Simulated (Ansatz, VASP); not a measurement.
Zr3ZnN2 in VASP and in Ansatz

```
CELL_PARAMETERS angstrom
5.96676 0.00000 0.00000
-2.98338 5.16736 0.00000
0.00000 0.00000 3.04021
ATOMIC_POSITIONS crystal
Zr 0.50000 0.50000 0.50000
Zr 0.50000 0.00000 0.50000
Zr 0.00000 0.50000 0.50000
Zn 0.00000 0.00000 0.00000
N 0.66667 0.33333 0.00000
N 0.33333 0.66667 0.00000
```

Change from the starting cell: species swapped into the ErCo3Ni2 type (P6/mmm, No. 191).

Alike in both runs: functional PBE; k mesh 6 × 6 × 12; occupations gaussian, width 0.1 eV; no spin polarisation.

Ansatz relaxed the structure, and its values are those at the end. VASP's run is a single point on that final structure, the one shown.

|  | VASP | Ansatz |
| --- | --- | --- |
| version | VASP 6.6.1 | Ansatz 0.2.0 |
| potentials or method | VASP PAW PBE potentials, release 64 (Zr_sv, Zn, N), cutoff 520 eV | scalar-relativistic, plane waves, PAW |
| valence electrons in the cell | 58 | 58 |

|  | VASP | Ansatz | Ansatz less VASP |
| --- | --- | --- | --- |
| gap on the k mesh at the Fermi level (eV) | none | none | - |
| pressure (GPa) | 0.2 | 0.0 | -0.19 |

A gap of «none» marks a metal or a gap that the smearing closes.
